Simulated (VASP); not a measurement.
# BaO (Fm-3m) in VASP: single point with revPBE+D3(BJ)

Aim: the single point of BaO with revPBE+D3(BJ).

All numbers are computed with VASP 6.6.1; they aren't measurements. Logs are shortened: lines on timing, memory, paths and dates and some standing lists are left out, and cuts for length are marked.

### 1 The cell of the first run

Symmetry: Fm-3m, No. 225, cubic system. The conventional cell has a = 5.541 Å, b = 5.541 Å, c = 5.541 Å, α = 90.00°, β = 90.00°, γ = 90.00°. Within 3.7 Å of Ba (site symmetry m-3m) lie 6 O at 2.77 Å. Within 3.7 Å of O (site symmetry m-3m) lie 6 Ba at 2.77 Å.

### 2 Single point, revPBE+D3(BJ)

INCAR

```
SYSTEM = BaO
PREC = Accurate
ENCUT = 1340
EDIFF = 1E-6
ISMEAR = 0
SIGMA = 0.01
LREAL = .FALSE.
LASPH = .TRUE.
NELM = 120
ALGO = Normal
ISIF = 2
LWAVE = .FALSE.
LCHARG = .TRUE.
GGA = RE
IVDW = 12
LELF = .TRUE.
LVHAR = .TRUE.
NBANDS = 15
GGA_COMPAT = .FALSE.
```

KPOINTS

```
Automatic mesh
0
G
  8 8 8
  0 0 0
```

POSCAR

```
BaO
1.0
    3.9179867978      0.0000000000      0.0000000000
    1.9589933989      3.3930760986      0.0000000000
    1.9589933989      1.1310253662      3.1990228245
Ba O
1 1
Direct
    0.0000000000      0.0000000000      0.0000000000
    0.5000000000      0.5000000000      0.5000000000
```

Potentials or basis: VASP PAW PBE potentials, release 64 (Ba_sv, O_h).

Run with:

```console
$ cat potpaw_PBE.64/Ba_sv/POTCAR potpaw_PBE.64/O_h/POTCAR > POTCAR
$ mpirun -np 1 vasp_std > vasp.out
```

OUTCAR:

```text
SYSTEM = BaO
   PREC = Accurate
   ENCUT = 1340
   EDIFF = 1E-6
   ISMEAR = 0
   LREAL = .FALSE.
   LASPH = .TRUE.
   NELM = 120
   ISIF = 2
   GGA = RE
   IVDW = 12
 IVDW          = 12

 ion  position               nearest neighbor table
   1  0.000  0.000  0.000-   2 2.77   2 2.77   2 2.77   2 2.77   2 2.77   2 2.77
   2  0.500  0.500  0.500-   1 2.77   1 2.77   1 2.77   1 2.77   1 2.77   1 2.77

  LATTYP: Found a face centered cubic cell.
 ALAT       =     5.5408700667

  Lattice vectors:

 A1 = (   3.9179867978,   0.0000000000,   0.0000000000)
 A2 = (   1.9589933989,   3.3930760986,   0.0000000000)
 A3 = (   1.9589933989,   1.1310253662,   3.1990228245)

Analysis of symmetry for initial positions (statically):
=====================================================================
 Subroutine PRICEL returns:
 Original cell was already a primitive cell.

 Routine SETGRP: Setting up the symmetry group for a
 face centered cubic supercell.

 Subroutine GETGRP returns: Found 48 space group operations
 (whereof 48 operations were pure point group operations)
 out of a pool of 48 trial point group operations.

The static configuration has the point symmetry O_h .

Analysis of symmetry for dynamics (positions and initial velocities):
=====================================================================
 Subroutine PRICEL returns:
 Original cell was already a primitive cell.

 Routine SETGRP: Setting up the symmetry group for a
 face centered cubic supercell.

 Subroutine GETGRP returns: Found 48 space group operations
 (whereof 48 operations were pure point group operations)
 out of a pool of 48 trial point group operations.

The dynamic configuration has the point symmetry O_h .

 Subroutine INISYM returns: Found 48 space group operations
 (whereof 48 operations are pure point group operations),
 and found     1 'primitive' translations

----------------------------------------------------------------------------------------

                                     Primitive cell

  volume of cell :      42.5279

  direct lattice vectors                    reciprocal lattice vectors
     3.917986798  0.000000000  0.000000000     0.255233121 -0.147358911 -0.104198485
     1.958993399  3.393076099  0.000000000     0.000000000  0.294717823 -0.104198485
     1.958993399  1.131025366  3.199022825     0.000000000  0.000000000  0.312595456

  length of vectors
     3.917986798  3.917986798  3.917986798     0.312595456  0.312595456  0.312595456

  position of ions in fractional coordinates (direct lattice)
     0.000000000  0.000000000  0.000000000
     0.500000000  0.500000000  0.500000000

  ion indices of the primitive-cell ions
   primitive index   ion index
                 1           1
                 2           2

----------------------------------------------------------------------------------------

 KPOINTS: Automatic mesh

Automatic generation of k-mesh.
 Grid dimensions read from file:
 generate k-points for:    8    8    8

 Generating k-lattice:

  Cartesian coordinates                     Fractional coordinates (reciprocal lattice)
     0.031904140 -0.018419864 -0.013024811     0.125000000  0.000000000 -0.000000000
     0.000000000  0.036839728 -0.013024811     0.000000000  0.125000000 -0.000000000
     0.000000000  0.000000000  0.039074432     0.000000000  0.000000000  0.125000000

  Length of vectors
     0.039074432  0.039074432  0.039074432

  Shift w.r.t. Gamma in fractional coordinates (k-lattice)
     0.000000000  0.000000000  0.000000000

 Subroutine IBZKPT returns following result:
 ===========================================

 Found     29 irreducible k-points:

 Following reciprocal coordinates:
            Coordinates               Weight
  0.000000  0.000000  0.000000      1.000000
  0.125000  0.000000  0.000000      8.000000
  0.250000  0.000000  0.000000      8.000000
  0.375000 -0.000000 -0.000000      8.000000
  0.500000  0.000000  0.000000      4.000000
  0.125000  0.125000  0.000000      6.000000
[... 16 lines left out ...]
  0.500000  0.250000  0.125000     48.000000
 -0.375000  0.250000  0.125000     24.000000
 [... further k-points ...]
   k-points           NKPTS =     29   k-points in BZ     NKDIM =     29   number of bands    NBANDS=     15
   number of dos      NEDOS =    301   number of ions     NIONS =      2
   total plane-waves  NPLWV = 110592
   dimension x,y,z NGX =    48 NGY =   48 NGZ =   48
   dimension x,y,z NGXF=    96 NGYF=   96 NGZF=   96
   ions per type =               1   1
   NGX,Y,Z   is equivalent  to a cutoff of  20.37, 20.37, 20.37 a.u.
   NGXF,Y,Z  is equivalent  to a cutoff of  40.73, 40.73, 40.73 a.u.
 SYSTEM =  BaO
   PREC   = accura    normal or accurate (medium, high low for compatibility)
   ISTART =      0    job   : 0-new  1-cont  2-samecut
   ICHARG =      2    charge: 1-file 2-atom 10-const
   ISPIN  =      1    spin polarized calculation?
   LNONCOLLINEAR =      F non collinear calculations
   LSORBIT =      F    spin-orbit coupling
   LASPH  =      T    aspherical Exc in radial PAW
   ENCUT  = 1340.0 eV  98.49 Ry    9.92 a.u.  11.69 11.69 11.69*2*pi/ulx,y,z
   NELM   =    120;   NELMIN=  2; NELMDL= -5     # of ELM steps
   EDIFF  = 0.1E-05   stopping-criterion for ELM
   LREAL  =      F    real-space projection
   EDIFFG = 0.1E-04   stopping-criterion for IOM
   NSW    =      0    number of steps for IOM
   IBRION =     -1    ionic relax: 0-MD 1-quasi-New 2-CG
   NFREE  =      0    steps in history (QN), initial steepest desc. (CG)
   ISIF   =      2    stress and relaxation
   ISYM   =      2    0-nonsym 1-usesym 2-fastsym
   POTIM  = 0.5000    time-step for ionic-motion
   TEBEG  =    0.0;   TEEND  =   0.0 temperature during run
   PSTRESS=    0.0 pullay stress
   NELECT =      16.0000    total number of electrons
   NUPDOWN=      -1.0000    fix difference up-down
   EMIN   =  10.00;   EMAX   =-10.00  energy-range for DOS
   EFERMI =   0.00;   METHOD = LEGACY
   ISMEAR =     0;   SIGMA  =   0.01  broadening in eV -4-tet -1-fermi 0-gaus
   EFERMI_NEDOS =   21; number of points for ismear=-14 and -15
   IALGO  =     38    algorithm
   IMIX   =      4    mixing-type and parameters
     AMIX     =   0.40;   BMIX     =  1.00
     AMIX_MAG =   1.60;   BMIX_MAG =  1.00
  volume/ion in A,a.u.               =      21.26       143.50
  Fermi-wavevector in a.u.,A,eV,Ry     =   1.181835  2.233344 19.003720  1.396734
  Thomas-Fermi vector in A             =   2.318101
   LORBIT       =      0    0 simple, 1 ext, 2 COOP (PROOUT), +10 PAW based schemes
   GGA     = RE    functional components
   LHFCALC =     F    Hartree Fock is set to
   AEXX    =    0.0000 exact exchange contribution
   IVDW    =    12    specifies the selected vdW correction
   LEPSILON=     F    determine dielectric tensor
   LRPA    =     F    only Hartree local field effects (RPA)
 non-spin polarized calculation
 Gauss-broadening in eV      SIGMA  =   0.01
  energy-cutoff  :     1340.00
  volume of cell :       42.53
 maximum number of plane-waves:      4766
   NGX = 23   NGY = 23   NGZ = 23

 number of electron      15.9999999 magnetization

 Free energy of the ion-electron system (eV)
  ---------------------------------------------------
  ext. energy  EPLUGINS =         0.00000000
  ---------------------------------------------------
  free energy    TOTEN  =       -11.18660666 eV

  energy without entropy =      -11.18660666  energy(sigma->0) =      -11.18660666

 E-fermi :   2.3442     XC(G=0):  -9.4418

 val. band max:        2.1738875586   @ k =   0.5000   0.5000   0.0000
 cond. band min:       4.2392255878   @ k =   0.5000   0.5000   0.0000
 fundamental gap:      2.0653380292
 Fermi energy:         2.3441929772

 k-point     1 :       0.0000    0.0000    0.0000
  band No.  band energies     occupation
      1     -23.7917      2.00000
      2     -12.9080      2.00000
      3      -8.3288      2.00000
      4      -8.3288      2.00000
      5      -8.3288      2.00000
      6       1.8388      2.00000
      7       1.8388      2.00000
      8       1.8388      2.00000
      9       5.8663      0.00000
     10       6.8936      0.00000
     11       6.8936      0.00000
     12       6.8936      0.00000
     13       9.1184      0.00000
     14       9.1184      0.00000
     15      12.3371      0.00000

 k-point     2 :       0.1250    0.0000    0.0000
  band No.  band energies     occupation
      1     -23.7562      2.00000
      2     -13.0125      2.00000
      3      -8.3633      2.00000
      4      -8.3467      2.00000
      5      -8.3467      2.00000
      6       1.5143      2.00000
      7       1.6399      2.00000
      8       1.6399      2.00000
      9       6.4808      0.00000
     10       6.8029      0.00000
     11       7.1805      0.00000
     12       7.1805      0.00000
     13       9.5155      0.00000
     14       9.5155      0.00000
     15      13.2709      0.00000

 k-point     3 :       0.2500    0.0000    0.0000
  band No.  band energies     occupation
      1     -23.6684      2.00000
      2     -13.2655      2.00000
      3      -8.4403      2.00000
      4      -8.3888      2.00000
      5      -8.3888      2.00000
      6       0.9009      2.00000
      7       1.2162      2.00000
      8       1.2162      2.00000
      9       6.7040      0.00000
     10       7.9555      0.00000
     11       7.9555      0.00000
     12       8.0792      0.00000
     13      10.5002      0.00000
     14      10.5002      0.00000
     15      15.2893      0.00000
[... 343 lines left out ...]
 k-point    23 :       0.5000    0.2500    0.1250
  band No.  band energies     occupation
      1     -23.5333      2.00000
      2     -13.4141      2.00000
      3      -8.9174      2.00000
      4      -8.7888      2.00000
      5      -8.4446      2.00000
      6       0.7649      2.00000
      7       1.0052      2.00000
      8       1.6269      2.00000
      9       6.3786      0.00000
     10       8.2330      0.00000
     11       9.5464      0.00000
     12       9.6899      0.00000
     13      11.6654      0.00000
     14      13.1649      0.00000
     15      15.0661      0.00000

 k-point    24 :      -0.3750    0.2500    0.1250
  band No.  band energies     occupation
      1     -23.5031      2.00000
      2     -13.4614      2.00000
      3      -8.9346      2.00000
      4      -8.9343      2.00000
      5      -8.4360      2.00000
      6       0.6625      2.00000
      7       1.2576      2.00000
      8       1.3189      2.00000
      9       7.0914      0.00000
     10       7.6948      0.00000
     11      10.0317      0.00000
     12      10.0338      0.00000
     13      12.2106      0.00000
     14      13.9953      0.00000
     15      14.3988      0.00000

 [... further k-points ...]

------------------------ aborting loop because EDIFF is reached ----------------------------------------

 Edisp (eV)   -0.78789

 E8    (eV) :    -0.5851

  FORCE on cell =-STRESS in cart. coord.  units (eV):
  Direction    XX          YY          ZZ          XY          YZ          ZX
  --------------------------------------------------------------------------------------
  -------------------------------------------------------------------------------------
  Total       0.43855     0.43855     0.43855    -0.00000    -0.00000    -0.00000
  in kB      16.52165    16.52165    16.52165    -0.00000    -0.00000    -0.00000
  external pressure =       16.52 kB  Pullay stress =        0.00 kB

 VOLUME and BASIS-vectors are now :
 -----------------------------------------------------------------------------
  energy-cutoff  :     1340.00
  volume of cell :       42.53
      direct lattice vectors                 reciprocal lattice vectors
     3.917986798  0.000000000  0.000000000     0.255233121 -0.147358911 -0.104198485
     1.958993399  3.393076099  0.000000000     0.000000000  0.294717823 -0.104198485
     1.958993399  1.131025366  3.199022825     0.000000000  0.000000000  0.312595456

 POSITION                                       TOTAL-FORCE (eV/Angst)
 -----------------------------------------------------------------------------------
      0.00000      0.00000      0.00000        -0.000000      0.000000      0.000000
      3.91799      2.26205      1.59951         0.000000     -0.000000      0.000000
 -----------------------------------------------------------------------------------
    total drift:                               -0.000000     -0.000000     -0.000000

  FREE ENERGIE OF THE ION-ELECTRON SYSTEM (eV)
  ---------------------------------------------------
  free  energy   TOTEN  =       -11.9744977929 eV

  energy  without entropy=      -11.9744977929  energy(sigma->0) =      -11.97449779
```

It took 3.6 min on 1 thread of AMD EPYC, shared host; peak memory 0.33 GiB.

Results:

```yaml
Free_energy: -11.9745 eV
Pressure: 1.7 GPa
Band_gap_on_the_k_mesh: 2.07 eV
Dispersion_energy_per_atom: -0.394 eV
```

Caveat: the PAW data sets were made with another functional, which shifts forces and pressure a little; spin-orbit coupling is left out, which moves the levels of the heavy elements. Expect the measured gap to be larger: semilocal functionals such as revPBE lack the derivative discontinuity.
